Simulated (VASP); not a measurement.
Write the native input for VASP 6.6.1 that does the following.

```yaml
Task: single point
Functional: PBE
Potentials_or_basis: VASP PAW PBE potentials, release 64 (Gd, N)
Cutoff: 520 eV
k_mesh: 8 × 8 × 8
Occupations: gaussian, width 0.05 eV
Spin: collinear spin, ferromagnetic start
Starting_moments: "[7.0, 0.0] μB"
Hubbard_terms: Gd f U = 6.0 eV
Dipole_correction: no
Further_INCAR_settings: ALGO = Normal; EDIFF = 1e-06; NBANDS = 22
```

The structure of GdN lies in POSCAR:

```
GdN
1.0
    0.0000000000      2.4994985661      2.4994985661
    2.4994985661      0.0000000000      2.4994985661
    2.4994985661      2.4994985661      0.0000000000
Gd N
1 1
Direct
    0.5000000000      0.5000000000      0.5000000000
    0.0000000000      0.0000000000      0.0000000000
```

The input as run:

INCAR

```
SYSTEM = GdN
PREC = Accurate ; ENCUT = 520
EDIFF = 1E-6 ; ISMEAR = 0
SIGMA = 0.05 ; LREAL = .FALSE.
LASPH = .TRUE. ; NELM = 150
ALGO = Normal ; ISIF = 2
LWAVE = .FALSE. ; LCHARG = .FALSE.
ISPIN = 2 ; MAGMOM = 7 0
LORBIT = 11 ; LMAXMIX = 6
LDAU = .TRUE. ; LDAUTYPE = 2
LDAUL = 3 -1 ; LDAUU = 6 0
LDAUJ = 0 0 ; LDAUPRINT = 1
GGA = PE ; NBANDS = 22
```

KPOINTS

```
Automatic mesh
0
G
  8 8 8
  0 0 0
```

Potentials or basis: VASP PAW PBE potentials, release 64 (Gd, N).

Run with:

```console
$ cat potpaw_PBE.64/Gd/POTCAR potpaw_PBE.64/N/POTCAR > POTCAR
$ mpirun -np 1 vasp_std > vasp.out
```

It gave:

```yaml
Pressure: 0.8 GPa
Band_gap_on_the_k_mesh: zero (filled and empty bands overlap)
Net_moment: 7.00 μB per cell
Site_moments: Gd +6.87; N -0.11 μB
Valence_electrons_inside_the_program's_atomic_spheres: Gd 15.21; N 3.63
```

Caveat: spin-orbit coupling is left out, which moves the levels of the heavy elements; a cell with one magnetic atom can't hold antiferromagnetic order, which such compounds often take.

Run time: 61 s on 1 thread of Intel(R) Xeon(R) Platinum 8488C (Sapphire Rapids), on a shared host, peak memory 0.2 GiB.
